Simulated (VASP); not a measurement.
The system is AlRu.

```
CELL_PARAMETERS angstrom
3.05027 0.00000 0.00000
0.00000 3.05027 0.00000
0.00000 0.00000 3.05027
ATOMIC_POSITIONS crystal
Ru 0.50000 0.50000 0.50000
Al 0.00000 0.00000 0.00000
```

This cell differs from its parent crystal: volume scaled by 1.06.

Base run:

- Program: VASP 6.6.1
- Functional: PBE
- Potentials or basis: VASP PAW PBE potentials, release 64 (Ru_pv, Al)
- Cutoff: 520 eV
- k mesh: 9 × 9 × 9
- Occupations: fermi-dirac, width 0.05 eV
- Spin: no spin polarisation

Its results: pressure -8.5 GPa.

The run is repeated on the same cell with these changes: functional from PBE to r2SCAN. What comes out?

Pressure -12.9 GPa.

Caveats: the PAW data sets were made with another functional, which shifts forces and pressure a little (some runs).
